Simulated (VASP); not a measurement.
# Al3SiNi (P4mm) in VASP: a series of runs, part 2 of 3

VASP 6.6.1. The steps go on from the part before.

## 3. Single point, PBE, collinear spin, ferromagnetic start

This run uses another cell than the first one, of 16.04 Å³/atom.

Contents of INCAR:

```
SYSTEM = Al3SiNi
PREC     = Accurate       ! precision mode
ENCUT    = 520            ! plane-wave cutoff, eV
EDIFF    = 1E-6           ! SCF threshold, eV
ISMEAR   = 0              ! smearing method
SIGMA    = 0.1            ! smearing width, eV
LREAL    = .FALSE.        ! projectors in reciprocal space
LASPH    = .TRUE.         ! aspherical terms in the spheres
NELM     = 150            ! most SCF steps
ALGO     = Normal         ! electronic algorithm
ISIF     = 2              ! what is computed and relaxed
LWAVE    = .FALSE.        ! write WAVECAR
LCHARG   = .TRUE.         ! write CHGCAR
ISPIN    = 2              ! spin polarisation
MAGMOM   = 0 0 0 0 2      ! initial moments
LORBIT   = 11             ! projections on sites
LMAXMIX  = 4              ! l up to which the mixer works
GGA      = PE             ! functional
LELF     = .TRUE.         ! ELF
LVHAR    = .TRUE.       
NBANDS   = 24             ! bands
```

Contents of KPOINTS:

```
regular mesh
0
G
  4 4 4
  0 0 0
```

Contents of POSCAR:

```
Al3SiNi
1.0
    4.4005043500      0.0000000000      0.0000000000
    0.0000000000      4.4005043500      0.0000000000
    0.0000000000      0.0000000000      4.1421995400
Al Si Ni
3 1 1
Direct
    0.5000000000      0.0000000000      0.6208633500
    0.0000000000      0.5000000000      0.6208633500
    0.5000000000      0.5000000000      0.3936247500
    0.5000000000      0.5000000000      0.8657838000
    0.0000000000      0.0000000000      0.0477573700
```

Potentials or basis: VASP PAW PBE potentials, release 64 (Al, Si, Ni).

On the command line:

```
> cat potpaw_PBE.64/Al/POTCAR potpaw_PBE.64/Si/POTCAR potpaw_PBE.64/Ni/POTCAR > POTCAR
> mpirun -np 1 vasp_std > vasp.out
```

OUTCAR:

```text
SYSTEM = Al3SiNi
   PREC = Accurate
   ENCUT = 520
   EDIFF = 1E-6
   ISMEAR = 0
   LREAL = .FALSE.
   LASPH = .TRUE.
   NELM = 150
   ISIF = 2
   ISPIN = 2
   LORBIT = 11
   GGA = PE

 ion  position               nearest neighbor table
   1  0.500  0.000  0.621-   3 2.39   3 2.39   4 2.42   4 2.42   5 2.82   5 2.82   2 3.11   2 3.11
                             2 3.11   2 3.11
   2  0.000  0.500  0.621-   3 2.39   3 2.39   4 2.42   4 2.42   5 2.82   5 2.82   1 3.11   1 3.11
                             1 3.11   1 3.11
   3  0.500  0.500  0.394-   4 1.96   4 2.19   1 2.39   2 2.39   1 2.39   2 2.39
   4  0.500  0.500  0.866-   3 1.96   3 2.19   2 2.42   1 2.42   1 2.42   2 2.42
   5  0.000  0.000  0.048-   1 2.82   2 2.82   2 2.82   1 2.82

  LATTYP: Found a simple tetragonal cell.
 ALAT       =     4.4005043500
 C/A-ratio  =     0.9413010897

  Lattice vectors:

 A1 = (   4.4005043500,   0.0000000000,   0.0000000000)
 A2 = (   0.0000000000,   4.4005043500,   0.0000000000)
 A3 = (   0.0000000000,   0.0000000000,   4.1421995400)

Analysis of symmetry for initial positions (statically):
=====================================================================
 Subroutine PRICEL returns:
[... 1142 lines left out ...]
  Total        4.5489134      4.5489134     22.5732247      0.0000000      0.0000000      0.0000000
  in kB       90.8620078     90.8620078    450.8875696      0.0000000      0.0000000      0.0000000
  external PRESSURE =     210.8705284 kB  Pullay stress =       0.0000000 kB

 VOLUME and BASIS-vectors are now :
 -----------------------------------------------------------------------------
  energy-cutoff  :      520.00
  volume of cell :       80.21
      direct lattice vectors                 reciprocal lattice vectors
     4.400504350  0.000000000  0.000000000     0.227246679  0.000000000  0.000000000
     0.000000000  4.400504350  0.000000000     0.000000000  0.227246679  0.000000000
     0.000000000  0.000000000  4.142199540     0.000000000  0.000000000  0.241417631

 POSITION                                       TOTAL-FORCE (eV/Angst)
 -----------------------------------------------------------------------------------
      2.20025      0.00000      2.57174         0.000000      0.000000      0.713004
      0.00000      2.20025      2.57174         0.000000      0.000000      0.713004
      2.20025      2.20025      1.63047         0.000000     -0.000000     -8.327137
      2.20025      2.20025      3.58625         0.000000     -0.000000      6.895571
      0.00000      0.00000      0.19782        -0.000000      0.000000      0.005557
 -----------------------------------------------------------------------------------
    total drift:                                0.000000      0.000000     -0.000739

  FREE ENERGIE OF THE ION-ELECTRON SYSTEM (eV)
  ---------------------------------------------------
  free  energy   TOTEN  =       -16.6113297919 eV

  energy  without entropy=      -16.6040921910  energy(sigma->0) =      -16.60771099

 total charge

# of ion       s       p       d       tot
------------------------------------------
    1        0.445   0.372   0.000   0.817
    2        0.445   0.372   0.000   0.817
    3        0.493   0.556   0.000   1.049
    4        0.852   1.022   0.000   1.874
    5        0.362   0.189   8.404   8.955
--------------------------------------------------
tot          2.597   2.511   8.404  13.512

 magnetization (x)

# of ion       s       p       d       tot
------------------------------------------
    1       -0.000  -0.000   0.000  -0.000
    2       -0.000  -0.000   0.000  -0.000
    3        0.000  -0.000   0.000  -0.000
    4       -0.000  -0.000   0.000  -0.000
    5       -0.000  -0.000   0.000   0.000
--------------------------------------------------
tot         -0.000  -0.000   0.000   0.000
```

OSZICAR:

```text
N       E                     dE             d eps       ncg     rms          rms(c)
DAV:   1     0.790536704849E+02    0.79054E+02   -0.82956E+03  1728   0.844E+02
DAV:   2    -0.167237436692E+02   -0.95777E+02   -0.87907E+02  1856   0.176E+02
[... 13 lines left out ...]
DAV:  16    -0.166117213873E+02    0.17141E-02   -0.27561E-03  2336   0.456E-01    0.222E-01
DAV:  17    -0.166113164019E+02    0.40499E-03   -0.15374E-03  2536   0.327E-01    0.284E-02
DAV:  18    -0.166113403499E+02   -0.23948E-04   -0.10296E-04  2424   0.565E-02    0.461E-02
DAV:  19    -0.166113314321E+02    0.89178E-05   -0.18138E-05  2256   0.347E-02    0.228E-02
DAV:  20    -0.166113297258E+02    0.17063E-05   -0.10438E-05  1864   0.232E-02    0.570E-03
DAV:  21    -0.166113297919E+02   -0.66084E-07   -0.88350E-07  1136   0.662E-03
   1 F= -.16611330E+02 E0= -.16607711E+02  d E =-.723760E-02  mag=     0.0001
```

Wall time 41 s (1 thread of Intel Xeon 6975P-C (Granite Rapids), shared host); peak memory 0.25 GiB.

What came out:

| Property | Result |
| --- | --- |
| Free energy | -16.6113 eV |
| Pressure | 21.1 GPa |
| Largest force | 8.327 eV/Å |
| Net moment | 0.00 μB per cell |
| Valence electrons inside the program's atomic spheres | Al 0.82, 1.05 (each value once); Si 1.87; Ni 8.96 |

Forces in eV/Å, atoms in the order of the input:
```
Al   0.000  0.000  0.713
Al   0.000  0.000  0.713
Al   0.000  0.000 -8.327
Si   0.000  0.000  6.896
Ni   0.000  0.000  0.006
```

Stress tensor (GPa, compression positive):
```
 9.09  0.00  0.00
 0.00  9.09  0.00
 0.00  0.00 45.09
```

Levels at points of the mesh, in eV from the Fermi level:
Spin up:
| k point | band 8 | band 9 | band 10 | band 11 | band 12 | band 13 | band 14 | band 15 |
| --- | --- | --- | --- | --- | --- | --- | --- | --- |
| (0.00, 0.00, 0.00) | -1.01 | -0.98 | -0.98 | -0.66 | -0.04 | 3.30 | 3.30 | 3.77 |
| (0.50, 0.00, 0.00) | -1.11 | -0.89 | -0.61 | -0.18 | 0.03 | 0.07 | 0.37 | 2.52 |
| (0.50, 0.50, 0.00) | -0.84 | -0.84 | -0.65 | -0.48 | 1.25 | 1.25 | 2.43 | 2.43 |
| (0.00, 0.00, 0.50) | -0.99 | -0.99 | -0.92 | -0.72 | -0.38 | -0.38 | -0.34 | 2.11 |
| (0.50, 0.00, 0.50) | -1.38 | -0.88 | -0.70 | 0.34 | 0.91 | 1.04 | 1.31 | 1.79 |
| (0.50, 0.50, 0.50) | -0.98 | -0.82 | -0.65 | -0.62 | -0.62 | -0.62 | 4.81 | 4.93 |
Spin down:
| k point | band 8 | band 9 | band 10 | band 11 | band 12 | band 13 | band 14 | band 15 |
| --- | --- | --- | --- | --- | --- | --- | --- | --- |
| (0.00, 0.00, 0.00) | -1.01 | -0.98 | -0.98 | -0.66 | -0.04 | 3.30 | 3.30 | 3.77 |
| (0.50, 0.00, 0.00) | -1.11 | -0.89 | -0.61 | -0.18 | 0.03 | 0.07 | 0.37 | 2.52 |
| (0.50, 0.50, 0.00) | -0.84 | -0.83 | -0.65 | -0.48 | 1.25 | 1.25 | 2.43 | 2.43 |
| (0.00, 0.00, 0.50) | -0.99 | -0.99 | -0.92 | -0.72 | -0.38 | -0.38 | -0.34 | 2.11 |
| (0.50, 0.00, 0.50) | -1.38 | -0.88 | -0.70 | 0.34 | 0.91 | 1.04 | 1.31 | 1.79 |
| (0.50, 0.50, 0.50) | -0.98 | -0.82 | -0.65 | -0.62 | -0.62 | -0.62 | 4.81 | 4.93 |

Caveat: the k points lie up to 0.38 Å⁻¹ apart; the moments typed at the start vanished in this run; forces of over 1 eV/Å act on the atoms, so gaps and moduli don't describe the material at rest.

## 4. Single point, PBE, collinear spin, ferromagnetic start

This run uses another cell than the first one, of 17.78 Å³/atom.

Contents of INCAR:

```
SYSTEM = Al3SiNi
ALGO     = Fast           ! electronic algorithm
EDIFF    = 1E-6           ! SCF threshold, eV
ENCUT    = 520            ! plane-wave cutoff, eV
GGA      = PE             ! functional
ISIF     = 2              ! what is computed and relaxed
ISMEAR   = 0              ! smearing method
ISPIN    = 2              ! spin polarisation
LASPH    = .True.         ! aspherical terms in the spheres
LCHARG   = .False.        ! write CHGCAR
LMAXMIX  = 4              ! l up to which the mixer works
LORBIT   = 11             ! projections on sites
LREAL    = .False.        ! projectors in reciprocal space
LWAVE    = .False.        ! write WAVECAR
MAGMOM   = 0 0 0 0 2      ! initial moments
NBANDS   = 24             ! bands
NELM     = 150            ! most SCF steps
PREC     = Accurate       ! precision mode
SIGMA    = 0.1            ! smearing width, eV
```

Contents of KPOINTS:

```
k-points
0
Gamma
  4 4 4
  0 0 0
```

Contents of POSCAR:

```
Al3SiNi
1.0
    3.7868742658      0.0000000000      0.0000000000
    0.0000000000      3.7868742658      0.0000000000
    0.0000000000      0.0000000000      6.1987234129
Al Si Ni
3 1 1
Direct
    0.5000000000      0.0000000000      0.6618089970
    0.0000000000      0.5000000000      0.6618089970
    0.5000000000      0.5000000000      0.3523404629
    0.5000000000      0.5000000000      0.9628189196
    0.0000000000      0.0000000000     -0.0898847564
```

Potentials or basis: VASP PAW PBE potentials, release 64 (Al, Si, Ni).

On the command line:

```
> cat potpaw_PBE.64/Al/POTCAR potpaw_PBE.64/Si/POTCAR potpaw_PBE.64/Ni/POTCAR > POTCAR
> mpirun -np 1 vasp_std > vasp.out
```

OUTCAR:

```text
SYSTEM = Al3SiNi
   EDIFF = 1E-6
   ENCUT = 520
   GGA = PE
   ISIF = 2
   ISMEAR = 0
   ISPIN = 2
   LASPH = .True.
   LORBIT = 11
   LREAL = .False.
   NELM = 150
   PREC = Accurate

 ion  position               nearest neighbor table
   1  0.500  0.000  0.662-   5 2.44   5 2.44   4 2.66   4 2.66   2 2.68   2 2.68   2 2.68   2 2.68
                             3 2.70   3 2.70
   2  0.000  0.500  0.662-   5 2.44   5 2.44   4 2.66   4 2.66   1 2.68   1 2.68   1 2.68   1 2.68
                             3 2.70   3 2.70
   3  0.500  0.500  0.352-   4 2.41   2 2.70   1 2.70   1 2.70   2 2.70
   4  0.500  0.500  0.963-   3 2.41   2 2.66   1 2.66   1 2.66   2 2.66   5 2.70   5 2.70   5 2.70
                             5 2.70
   5  0.000  0.000  0.910-   1 2.44   2 2.44   2 2.44   1 2.44   4 2.70   4 2.70   4 2.70   4 2.70

  LATTYP: Found a simple tetragonal cell.
 ALAT       =     3.7868742658
 C/A-ratio  =     1.6368970760

  Lattice vectors:

 A1 = (   3.7868742658,   0.0000000000,   0.0000000000)
 A2 = (   0.0000000000,   3.7868742658,   0.0000000000)
 A3 = (   0.0000000000,   0.0000000000,   6.1987234129)

Analysis of symmetry for initial positions (statically):
[... 1143 lines left out ...]
  -------------------------------------------------------------------------------------
  Total       -0.0870144     -0.0870144      0.0839581      0.0000000      0.0000000      0.0000000
  in kB       -1.5683316     -1.5683316      1.5132441      0.0000000      0.0000000      0.0000000
  external PRESSURE =      -0.5411397 kB  Pullay stress =       0.0000000 kB

 VOLUME and BASIS-vectors are now :
 -----------------------------------------------------------------------------
  energy-cutoff  :      520.00
  volume of cell :       88.89
      direct lattice vectors                 reciprocal lattice vectors
     3.786874266  0.000000000  0.000000000     0.264070030  0.000000000  0.000000000
     0.000000000  3.786874266  0.000000000     0.000000000  0.264070030  0.000000000
     0.000000000  0.000000000  6.198723413     0.000000000  0.000000000  0.161323539

 POSITION                                       TOTAL-FORCE (eV/Angst)
 -----------------------------------------------------------------------------------
      1.89344      0.00000      4.10237         0.000000      0.000000      0.006596
      0.00000      1.89344      4.10237         0.000000      0.000000      0.006596
      1.89344      1.89344      2.18406         0.000000     -0.000000      0.001999
      1.89344      1.89344      5.96825         0.000000      0.000000     -0.029345
      0.00000      0.00000      5.64155        -0.000000      0.000000      0.014154
 -----------------------------------------------------------------------------------
    total drift:                               -0.000000     -0.000000     -0.000799

  FREE ENERGIE OF THE ION-ELECTRON SYSTEM (eV)
  ---------------------------------------------------
  free  energy   TOTEN  =       -21.6555899655 eV

  energy  without entropy=      -21.6446750810  energy(sigma->0) =      -21.65013252

 total charge

# of ion       s       p       d       tot
------------------------------------------
    1        0.412   0.409   0.000   0.821
    2        0.412   0.409   0.000   0.821
    3        0.442   0.340   0.000   0.782
    4        0.762   0.841   0.000   1.603
    5        0.448   0.397   8.449   9.295
--------------------------------------------------
tot          2.476   2.395   8.449  13.321

 magnetization (x)

# of ion       s       p       d       tot
------------------------------------------
    1       -0.000  -0.000   0.000  -0.000
    2       -0.000  -0.000   0.000  -0.000
    3       -0.000   0.000   0.000  -0.000
    4       -0.000  -0.000   0.000  -0.000
    5       -0.000  -0.000  -0.000  -0.000
--------------------------------------------------
tot         -0.000  -0.000  -0.000  -0.000
```

OSZICAR:

```text
N       E                     dE             d eps       ncg     rms          rms(c)
DAV:   1     0.758661409164E+02    0.75866E+02   -0.79387E+03  1728   0.825E+02
DAV:   2    -0.184319225143E+02   -0.94298E+02   -0.86761E+02  1840   0.174E+02
DAV:   3    -0.237664161699E+02   -0.53345E+01   -0.52279E+01  2240   0.439E+01
DAV:   4    -0.238787122132E+02   -0.11230E+00   -0.11219E+00  2048   0.625E+00
DAV:   5    -0.238826637727E+02   -0.39516E-02   -0.39514E-02  2272   0.128E+00    0.181E+01
RMM:   6    -0.376194718993E+02   -0.13737E+02   -0.68517E+01  2222   0.658E+01    0.423E+01
RMM:   7    -0.248110746973E+02    0.12808E+02   -0.14652E+01  1783   0.323E+01    0.137E+01
RMM:   8    -0.216687763394E+02    0.31423E+01   -0.46168E+00  1803   0.163E+01    0.349E+00
RMM:   9    -0.216534869937E+02    0.15289E-01   -0.65947E-01  1874   0.316E+00    0.178E+00
RMM:  10    -0.216580988301E+02   -0.46118E-02   -0.89069E-02  2023   0.247E+00    0.951E-01
RMM:  11    -0.216556662051E+02    0.24326E-02   -0.25109E-02  2113   0.100E+00    0.434E-01
RMM:  12    -0.216553083354E+02    0.35787E-03   -0.58184E-03  2107   0.570E-01    0.150E-01
RMM:  13    -0.216555413468E+02   -0.23301E-03   -0.22355E-03  2210   0.285E-01    0.109E-01
RMM:  14    -0.216555698302E+02   -0.28483E-04   -0.61143E-04  2146   0.184E-01    0.577E-02
RMM:  15    -0.216555839613E+02   -0.14131E-04   -0.28506E-04  2414   0.927E-02    0.236E-02
RMM:  16    -0.216555913691E+02   -0.74078E-05   -0.41922E-05  2116   0.427E-02    0.194E-02
RMM:  17    -0.216555901682E+02    0.12009E-05   -0.25943E-05  2046   0.326E-02    0.122E-02
RMM:  18    -0.216555899655E+02    0.20268E-06   -0.78894E-06  1903   0.150E-02
   1 F= -.21655590E+02 E0= -.21650133E+02  d E =-.109149E-01  mag=    -0.0001
```

Run time: 38 s. Hardware: 1 thread of Intel Xeon 6975P-C (Granite Rapids), shared host; peak memory 0.24 GiB.

Results:

| Quantity | Value |
| --- | --- |
| Free energy | -21.6556 eV |
| Pressure | -0.1 GPa |
| Largest force | 0.029 eV/Å |
| Net moment | 0.00 μB per cell |
| Valence electrons inside the program's atomic spheres | Al 0.82, 0.78 (each value once); Si 1.60; Ni 9.29 |

Forces in eV/Å, atoms in the order of the input:
```
Al   0.000  0.000  0.007
Al   0.000  0.000  0.007
Al   0.000  0.000  0.002
Si   0.000  0.000 -0.029
Ni   0.000  0.000  0.014
```

Levels at points of the mesh, in eV from the Fermi level:
Spin up:
```tsv
k point	band 8	band 9	band 10	band 11	band 12	band 13	band 14	band 15
(0.00, 0.00, 0.00)	-2.05	-1.33	-1.33	0.25	1.88	1.94	1.94	2.87
(0.50, 0.00, 0.00)	-1.79	-1.68	-1.56	-1.26	0.92	1.95	2.08	3.50
(0.50, 0.50, 0.00)	-2.51	-1.91	-1.91	-1.75	-1.73	-0.88	1.29	1.39
(0.00, 0.00, 0.50)	-2.05	-1.17	-1.17	-0.18	0.37	1.03	1.03	1.97
(0.50, 0.00, 0.50)	-2.13	-1.77	-1.10	0.80	1.07	1.51	2.09	2.37
(0.50, 0.50, 0.50)	-1.75	-1.74	-1.74	-1.73	-1.59	-0.13	0.08	2.28
```
Spin down:
```tsv
k point	band 9	band 10	band 11	band 12	band 13	band 14
(0.00, 0.00, 0.00)	-1.33	-1.33	0.25	1.88	1.94	1.94
(0.50, 0.00, 0.00)	-1.68	-1.56	-1.26	0.92	1.95	2.08
(0.50, 0.50, 0.00)	-1.91	-1.91	-1.75	-1.73	-0.88	1.29
(0.00, 0.00, 0.50)	-1.17	-1.17	-0.18	0.37	1.03	1.03
(0.50, 0.00, 0.50)	-1.77	-1.10	0.80	1.07	1.51	2.09
(0.50, 0.50, 0.50)	-1.74	-1.74	-1.73	-1.59	-0.13	0.08
```

Caveat: the k points lie up to 0.41 Å⁻¹ apart; the moments typed at the start vanished in this run.

(Part 2 of 3 ends here.)
